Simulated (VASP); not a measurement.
# Ti3Al2 (P4/m) in VASP: notebook, part 2 of 2

VASP 6.6.1.

## 3. Relaxation of shape and atoms at fixed volume, PBE (18.08 Å³/atom)

INCAR reads:

```
SYSTEM = Ti3Al2
ALGO = Fast ; EDIFF = 1E-6
EDIFFG = -0.01 ; ENCUT = 600
GGA = PE ; IBRION = 2
ISIF = 4 ; ISMEAR = 0
LASPH = .True. ; LCHARG = .False.
LREAL = .False. ; LWAVE = .False.
NELM = 60 ; NSW = 50
PREC = Accurate ; SIGMA = 0.1
```

KPOINTS reads:

```
k-points
0
Gamma
  6 6 8
  0 0 0
```

POSCAR reads:

```
Ti3Al2
1.0
    6.6893231914      0.0000000000      0.0000000000
    0.0000000000      6.6893231914      0.0000000000
    0.0000000000      0.0000000000      4.0396716188
Ti Al
6 4
Direct
    0.0000000000      0.0000000000      0.0000000000
    0.5000000000      0.5000000000      0.5000000000
    0.8982892755      0.3004875559      0.5000000000
    0.1017107245      0.6995124441      0.5000000000
    0.6995124441      0.8982892755      0.5000000000
    0.3004875559      0.1017107245      0.5000000000
    0.8000816573      0.6026253861      0.0000000000
    0.1999183427      0.3973746139      0.0000000000
    0.6026253861      0.1999183427      0.0000000000
    0.3973746139      0.8000816573      0.0000000000
```

Potentials or basis: VASP PAW PBE potentials, release 64 (Ti_sv, Al).

Run with:

```
$ cat potpaw_PBE.64/Ti_sv/POTCAR potpaw_PBE.64/Al/POTCAR > POTCAR
$ mpirun -np 1 vasp_std > vasp.out
```

OUTCAR:

```text
SYSTEM = Ti3Al2
   EDIFF = 1E-6
   EDIFFG = -0.01
   ENCUT = 600
   GGA = PE
   IBRION = 2
   ISIF = 4
   ISMEAR = 0
   LASPH = .True.
   LREAL = .False.
   NELM = 60
   NSW = 50
   PREC = Accurate

 ion  position               nearest neighbor table
   1  0.000  0.000  0.000-   7 2.98   8 2.98   9 2.98  10 2.98
   2  0.500  0.500  0.500-   7 2.93   8 2.93   9 2.93  10 2.93   7 2.93   8 2.93   9 2.93  10 2.93

   3  0.898  0.300  0.500-   9 2.91   9 2.91   8 2.93   8 2.93   7 2.93   7 2.93
   4  0.102  0.700  0.500-  10 2.91  10 2.91   7 2.93   7 2.93   8 2.93   8 2.93
   5  0.700  0.898  0.500-   7 2.91   7 2.91   9 2.93   9 2.93  10 2.93  10 2.93
   6  0.300  0.102  0.500-   8 2.91   8 2.91  10 2.93  10 2.93   9 2.93   9 2.93
   7  0.800  0.603  0.000-   5 2.91   5 2.91   4 2.93   4 2.93   2 2.93   2 2.93   3 2.93   3 2.93
                             1 2.98   9 3.00  10 3.00   8 3.01
[... 395 lines left out ...]

 E-fermi :   7.3193     XC(G=0): -10.7295

 val. band max:        7.3165145500   @ k =   0.1667   0.1667   0.2500
 cond. band min:       7.3342507882   @ k =   0.3333   0.3333   0.0000
 fundamental gap:      0.0177362382
 Fermi energy:         7.3192937922

 k-point     1 :       0.0000    0.0000    0.0000
  band No.  band energies     occupation
      1     -49.5710      2.00000
      2     -49.5032      2.00000
      3     -49.4732      2.00000
      4     -49.4732      2.00000
      5     -49.4731      2.00000
      6     -49.2657      2.00000
[... 1261 lines left out ...]
     49       8.4360      0.00000
     50       8.6226      0.00000

 [... further k-points ...]

------------------------ aborting loop because EDIFF is reached ----------------------------------------

  FORCE on cell =-STRESS in cart. coord.  units (eV):
  Direction    XX          YY          ZZ          XY          YZ          ZX
  --------------------------------------------------------------------------------------
  -------------------------------------------------------------------------------------
  Total      -10.0327911    -10.0327911    -10.0872538      0.0000001      0.0000000      0.0000000
  in kB      -88.9246023    -88.9246023    -89.4073263      0.0000006      0.0000000      0.0000000
  external PRESSURE =     -89.0855103 kB  Pullay stress =       0.0000000 kB
[... 25 lines left out ...]
  FREE ENERGIE OF THE ION-ELECTRON SYSTEM (eV)
  ---------------------------------------------------
  free  energy   TOTEN  =       -64.8444599295 eV

  energy  without entropy=      -64.7935858627  energy(sigma->0) =      -64.81902290

 reached required accuracy - stopping structural energy minimisation
```

CONTCAR:

```text
Ti3Al2
   1.00000000000000
     6.6889358137305672   -0.0000000084041121    0.0000000000000000
     0.0000000084041121    6.6889358137305672    0.0000000000000000
     0.0000000000000000    0.0000000000000000    4.0401395329597731
  Ti              Al
     6     4
Direct
     0.0000000000000000    1.0000000000000000    0.0000000000000000
     0.5000000000000000    0.5000000000000000    0.5000000000000000
     0.8983101636965627    0.2999602389787783    0.5000000000000000
     0.1016898363034373    0.7000397610212217    0.5000000000000000
     0.7000397610212217    0.8983101636965627    0.5000000000000000
     0.2999602389787783    0.1016898363034373    0.5000000000000000
     0.8002480524444733    0.6031522704297100    0.0000000000000000
     0.1997519475555268    0.3968477295702900    0.0000000000000000
     0.6031522704297100    0.1997519475555268    0.0000000000000000
     0.3968477295702900    0.8002480524444733    0.0000000000000000

  0.00000000E+00  0.00000000E+00  0.00000000E+00
  0.00000000E+00  0.00000000E+00  0.00000000E+00
  0.00000000E+00  0.00000000E+00  0.00000000E+00
  0.00000000E+00  0.00000000E+00  0.00000000E+00
  0.00000000E+00  0.00000000E+00  0.00000000E+00
  0.00000000E+00  0.00000000E+00  0.00000000E+00
  0.00000000E+00  0.00000000E+00  0.00000000E+00
  0.00000000E+00  0.00000000E+00  0.00000000E+00
  0.00000000E+00  0.00000000E+00  0.00000000E+00
  0.00000000E+00  0.00000000E+00  0.00000000E+00
```

It took 81 min on 1 thread of Oxide Virtual Turin-like, shared host; peak memory 0.58 GiB.

Results:

```yaml
Free_energy: -64.8445 eV
Energy_gained_by_relaxing: 0.0 meV/atom
Ionic_steps: 5
Pressure_after_relaxing: -8.9 GPa
Largest_force_after_relaxing: 0.010 eV/Å
Band_gap_on_the_k_mesh: zero (bands 42 and 43 overlap by 0.65 eV)
```

Forces on the atoms (eV/Å):
```
Ti   0.000  0.000  0.000
Ti   0.000  0.000  0.000
Ti  -0.004  0.009  0.000
Ti   0.004 -0.009  0.000
Ti  -0.009 -0.004  0.000
Ti   0.009  0.004  0.000
Al   0.003  0.003  0.000
Al  -0.003 -0.003  0.000
Al   0.003 -0.003  0.000
Al  -0.003  0.003  0.000
```

The path:
```tsv
step	energy change (eV)	largest force (eV/Å)	pressure (GPa)	volume (Å³)
1	0.0000	0.0274	-8.81	180.76
2	-0.0003	0.0193	-8.92	180.76
3	-0.0003	0.0172	-8.92	180.76
4	-0.0004	0.0129	-8.91	180.76
5	-0.0004	0.0099	-8.91	180.76
```

Final structure:
```
Ti Al
1.0
     6.68894    0.00000    0.00000
     0.00000    6.68894    0.00000
     0.00000    0.00000    4.04014
Ti Al
6 4
Cartesian
  0.0000 6.6889 0.0000
  3.3445 3.3445 2.0201
  6.0087 2.0064 2.0201
  0.6802 4.6825 2.0201
  4.6825 6.0087 2.0201
  2.0064 0.6802 2.0201
  5.3528 4.0344 0.0000
  1.3361 2.6545 0.0000
  4.0344 1.3361 0.0000
  2.6545 5.3528 0.0000
```

Levels at points of the mesh, in eV from the Fermi level:
```tsv
k point	band 39	band 40	band 41	band 42	band 43	band 44	band 45	band 46
(0.00, 0.00, 0.00)	-0.36	-0.29	-0.13	0.19	0.19	0.25	0.25	0.53
(0.50, 0.00, 0.00)	-0.48	-0.47	-0.41	-0.31	-0.14	0.34	0.37	0.48
(0.50, 0.50, 0.00)	-0.52	-0.50	-0.50	-0.46	-0.46	0.02	0.02	0.09
(0.00, 0.00, 0.50)	-0.61	-0.61	-0.50	0.06	0.15	0.19	1.02	1.02
(0.50, 0.00, 0.50)	-0.48	-0.27	-0.08	0.05	0.12	0.54	0.64	0.98
(0.50, 0.50, 0.50)	-0.38	-0.16	-0.16	-0.03	0.08	0.13	0.71	0.71
```
